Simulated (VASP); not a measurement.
# TaN: single point with PBEsol

The system is TaN.

```
Ta N
1.0
     3.07020    0.00000    0.00000
    -1.53510    2.65887    0.00000
     0.00000    0.00000    2.76310
Ta N
1 1
Direct
  0.33333 0.66667 0.50000
  0.00000 0.00000 0.00000
```

| Quantity | Value |
| --- | --- |
| Program | VASP 6.6.1 |
| Task | single point |
| Functional | PBEsol |
| Potentials or basis | VASP PAW PBE potentials, release 64 (Ta_pv, N) |
| Cutoff | 520 eV |
| k mesh | 18 × 18 × 16 |
| Occupations | gaussian, width 0.15 eV |
| Spin | no spin polarisation |

```yaml
Pressure: -14.6 GPa
Band_gap_on_the_k_mesh: zero (band 8 reaches 7.82 eV, above the bottom of band 9 at 7.62 eV)
```

Stress tensor (GPa, compression positive):
```
-31.36   0.00   0.00
  0.00 -31.36   0.00
  0.00   0.00  19.07
```

Levels at points of the mesh, in eV from the Fermi level:
```
           k point  band 6  band 7  band 8  band 9  band 10  band 11
(0.00, 0.00, 0.00)   -5.00   -3.94   -2.26    1.30     3.83     3.83
(0.50, 0.00, 0.00)   -4.16   -3.50   -3.38    2.97     3.25     4.39
(0.00, 0.00, 0.50)   -4.22   -4.22    0.01    0.01     2.58     2.58
(0.50, 0.00, 0.50)   -5.96   -5.91   -0.12    3.66     4.55     6.02
```

Wall time 29 s on 1 thread of Intel(R) Xeon(R) 6975P-C (Granite Rapids), on a shared host, peak memory 0.23 GiB.

Caveat: the PAW data sets were made with another functional, which shifts forces and pressure a little; spin-orbit coupling is left out, which moves the levels of the heavy elements.
